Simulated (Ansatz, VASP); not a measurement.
# Two plane-wave programs on Ge2Sb2Te5

```
Ge Sb Te
1.0
     4.16450    0.00000    0.00000
    -2.08225    3.60656    0.00000
     0.00000    0.00000   17.18220
Ge Sb Te
2 2 5
Direct
  0.00000 0.00000 0.33147
  0.00000 0.00000 0.66853
  0.33333 0.66667 0.11216
  0.66667 0.33333 0.88784
  0.00000 0.00000 0.00000
  0.33333 0.66667 0.79136
  0.66667 0.33333 0.20864
  0.33333 0.66667 0.40975
  0.66667 0.33333 0.59025
```

Alike in both runs: task single point; functional PBE; k mesh 9 × 9 × 2; occupations gaussian, width 0.03 eV; no spin polarisation.

|  | VASP | Ansatz |
| --- | --- | --- |
| version | VASP 6.6.1 | Ansatz 0.2.0 |
| potentials or method | VASP PAW PBE potentials, release 64 (Ge_d, Sb, Te), cutoff 520 eV | scalar-relativistic, plane waves, PAW |
| valence electrons in the cell | 68 | 138 |

Ansatz gave:

| Property | Result |
| --- | --- |
| gap on the k mesh at the Fermi level (eV) | 0.05 |
| least direct gap on the mesh (eV) | 0.14 |
| pressure (GPa) | 5.6 |
| traceless stress, the component that is largest in VASP (GPa) | 0.44 |
| rms of the force components (eV/Å) | 0.307 |

Estimate VASP's values.

gap on the k mesh at the Fermi level (eV): 0.05; least direct gap on the mesh (eV): 0.15; pressure (GPa): 5.6; traceless stress, the component that is largest in VASP (GPa): 0.43; rms of the force components (eV/Å): 0.318.

Atom by atom the forces differ by 0.013 eV/Å (rms over components). The functional is the same, so the differences come from potentials, cutoffs and numerics. VASP's potentials hold 68 valence electrons a cell and Ansatz's 138, so a difference there can come from the potentials and not from the codes.

Spin-orbit coupling is off throughout.
